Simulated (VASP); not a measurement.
Set up this calculation in VASP 6.6.1, as the native input.

```
Task                   : single point
Functional             : PBEsol
Potentials or basis    : VASP PAW PBE potentials, release 64 (Al, Ni)
Cutoff                 : 520 eV
k mesh                 : 14 × 14 × 14
Occupations            : gaussian, width 0.15 eV
Spin                   : no spin polarisation
Dipole correction      : no
Further INCAR settings : ALGO = Fast; EDIFF = 1e-07; NBANDS = 24
```

The structure of AlNi3 lies in POSCAR:

```
AlNi3
1.0
    0.0680098974      2.8177362076      2.8177362076
    2.8177362076      0.0680098974      2.8177362076
    2.8177362076      2.8177362076      0.0680098974
Al Ni
1 3
Direct
    0.5000000000      0.5000000000      0.5000000000
    0.2500000000      0.2500000000      0.2500000000
    0.0000000000      0.0000000000      0.0000000000
    0.7500000000      0.7500000000      0.7500000000
```

The input as run:

INCAR

```
SYSTEM = AlNi3
ALGO     = Fast           ! electronic algorithm
EDIFF    = 1E-7           ! SCF threshold, eV
ENCUT    = 520            ! plane-wave cutoff, eV
GGA      = PS             ! functional
ISIF     = 2              ! what is computed and relaxed
ISMEAR   = 0              ! smearing method
LASPH    = .True.         ! aspherical terms in the spheres
LCHARG   = .False.        ! write CHGCAR
LREAL    = .False.        ! projectors in reciprocal space
LWAVE    = .False.        ! write WAVECAR
NBANDS   = 24             ! bands
NELM     = 100            ! most SCF steps
PREC     = Accurate       ! precision mode
SIGMA    = 0.15           ! smearing width, eV
```

KPOINTS

```
k-points
0
Gamma
  14 14 14
  0 0 0
```

Potentials or basis: VASP PAW PBE potentials, release 64 (Al, Ni).

Command:

```console
$ cat potpaw_PBE.64/Al/POTCAR potpaw_PBE.64/Ni/POTCAR > POTCAR
$ mpirun -np 1 vasp_std > vasp.out
```

It gave:

```
Pressure               : 3.8 GPa
Largest force          : 0.042 eV/Å
Band gap on the k mesh : zero (an odd number of electrons rules out a gap without spin polarisation)
```

Caveat: the cell stands under pressure; the PAW data sets were made with another functional, which shifts forces and pressure a little.

Run time: 3.4 min on 1 thread of Intel(R) Xeon(R) 6975P-C (Granite Rapids) (shared host), peak memory 0.36 GiB.
